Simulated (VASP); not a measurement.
Here is a VASP 6.6.1 calculation.

File INCAR:

```
SYSTEM = Ca4CF10
PREC = Accurate
ENCUT = 520
EDIFF = 1E-7
ISMEAR = -1
SIGMA = 0.02
LREAL = Auto
LASPH = .TRUE.
NELM = 60
ALGO = Normal
ISIF = 2
LWAVE = .FALSE.
LCHARG = .TRUE.
GGA = PE
LELF = .TRUE.
LVHAR = .TRUE.
NBANDS = 70
```

File KPOINTS:

```
regular mesh
0
G
  2 2 1
  0 0 0
```

POSCAR

```
Ca4CF10
1.0
    5.4066000000      0.0000000000      0.0000000000
    0.0000000000      5.4066000000      0.0000000000
    0.0000000000      0.0000000000     16.0549500000
Ca F C
4 10 1
Direct
    0.0000000000      0.0000000000      0.0622861000
   -0.0039337668      0.6689113612      0.2548966824
    0.5108490060      0.1468420987      0.2479416162
    0.5000000000      0.5000000000      0.0622861000
    0.1691878402      0.9900313479      0.1894606278
    0.3250557149      0.4818387340      0.1933507018
    0.1419283069      0.3448153794      0.0123861885
    0.3593601556      0.8446370839      0.0124046368
    0.8304359168      0.6664114655      0.1228974607
    0.6704543356      0.1668776978      0.1197817799
    0.8722761018      0.2901881535      0.3103613476
    0.6265541098      0.7908027861      0.2953209133
   -0.0643423474      0.0754510252      0.4426072704
    0.2596409050      0.2062605057      0.3820586783
    0.0577678809      0.0507049120      0.3724891434
```

Potentials or basis: VASP PAW PBE potentials, release 64 (Ca_sv, F, C).

Launch:

```bash
$ cat potpaw_PBE.64/Ca_sv/POTCAR potpaw_PBE.64/F/POTCAR potpaw_PBE.64/C/POTCAR > POTCAR
$ mpirun -np 1 vasp_std > vasp.out
```

(1) What does it give for the largest force?

(2) What does it give for the band gap on the k mesh?

## Answers

(1) 0.924 eV/Å.

(2) 4.19 eV, indirect (least direct gap 4.26 eV).

Caveat: the k points lie up to 0.58 Å⁻¹ apart.
